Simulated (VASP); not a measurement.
Here is a VASP 6.6.1 calculation.

The input INCAR:

```
SYSTEM = WSe
  ALGO = Normal
  EDIFF = 1E-6
  ENCUT = 520
  GGA = PE
  ISIF = 2
  ISMEAR = 0
  LASPH = .True.
  LCHARG = .False.
  LREAL = .False.
  LWAVE = .False.
  NBANDS = 28
  NELM = 100
  PREC = Accurate
  SIGMA = 0.1
```

The input KPOINTS:

```
k-points
0
Gamma
  18 18 6
  0 0 0
```

POSCAR

```
WSe
1.0
    3.1462601842      0.0000000000      0.0000000000
   -1.5731300921      2.7247412464      0.0000000000
    0.0000000000      0.0000000000      7.7092916606
W Se
2 2
Direct
    0.0000000000      0.0000000000      0.0000000000
    0.0000000000      0.0000000000      0.5000000000
    0.3333333333      0.6666666667      0.2500000000
    0.6666666667      0.3333333333      0.7500000000
```

Potentials or basis: VASP PAW PBE potentials, release 64 (W_sv, Se).

Command:

```bash
$ cat potpaw_PBE.64/W_sv/POTCAR potpaw_PBE.64/Se/POTCAR > POTCAR
$ mpirun -np 1 vasp_std > vasp.out
```

(1) Predict the pressure.

(2) What does it give for the band gap on the k mesh?

## Answers

(1) 0.4 GPa.

(2) zero (band 20 reaches 11.03 eV, above the bottom of band 21 at 9.71 eV).

Caveat: spin-orbit coupling is left out, which moves the levels of the heavy elements.
